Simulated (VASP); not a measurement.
A run of VASP 6.6.1:

File INCAR:

```
SYSTEM = I
PREC = Accurate ; ENCUT = 520
EDIFF = 1E-7 ; ISMEAR = -1
SIGMA = 0.06122561905347299 ; LREAL = .False.
LASPH = .True. ; NELM = 100
ALGO = Normal ; ISIF = 2
LWAVE = .False. ; LCHARG = .False.
GGA = PE ; NBANDS = 14
```

The input KPOINTS:

```
Automatic mesh
0
Gamma
  12 12 12
  0 0 0
```

Contents of POSCAR:

```
I
1.0
    0.0000000000      3.9789258252      3.9789258252
    3.9789258252      0.0000000000      3.9789258252
    3.9789258252      3.9789258252      0.0000000000
I
2
Direct
    0.0000000000      0.0000000000      0.0000000000
    0.2500000000      0.2500000000      0.2500000000
```

Potentials or basis: VASP PAW PBE potentials, release 64 (I).

Launch:

```sh
$ cat potpaw_PBE.64/I/POTCAR > POTCAR
$ mpirun -np 1 vasp_std > vasp.out
```

Hardware: 1 thread of Oxide Virtual Turin-like Processor, on a shared host.

**Question.** How long does it take, and how much memory?

**Answer.** Run time: 2.7 min on 1 thread of Oxide Virtual Turin-like Processor (shared host), peak memory 0.26 GiB. Counts: scf iterations 11, k points 72.
